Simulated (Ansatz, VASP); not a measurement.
# One calculation of AlN, two programs

```
Al N
1.0
     3.11383    0.00000    0.00000
    -1.55691    2.69666    0.00000
     0.00000    0.00000    4.98285
Al N
2 2
Direct
  0.33333 0.66667 0.99899
  0.66667 0.33333 0.49899
  0.33333 0.66667 0.38101
  0.66667 0.33333 0.88101
```

Alike in both runs: functional PBEsol; k mesh 14 × 14 × 8; occupations fermi-dirac, width 0.08 eV; no spin polarisation.

Ansatz relaxed the structure, and its values are those at the end. VASP's run is a single point on that final structure, the one shown.

|  | VASP | Ansatz |
| --- | --- | --- |
| version | VASP 6.6.1 | Ansatz 0.2.0 |
| potentials or method | VASP PAW PBE potentials, release 64 (Al, N) | PAW with Ansatz's default frozen-core files, scalar-relativistic |
| plane-wave cutoff (eV) | 520 | 420 |
| valence electrons in the cell | 16 | 16 |

```tsv
	VASP	Ansatz	Ansatz less VASP
pressure (GPa)	0.0	0.0	+0.06
```

VASP's potentials were made for PBE, not for PBEsol. With one functional, cell and mesh, what is left measures potentials, basis and numerics.
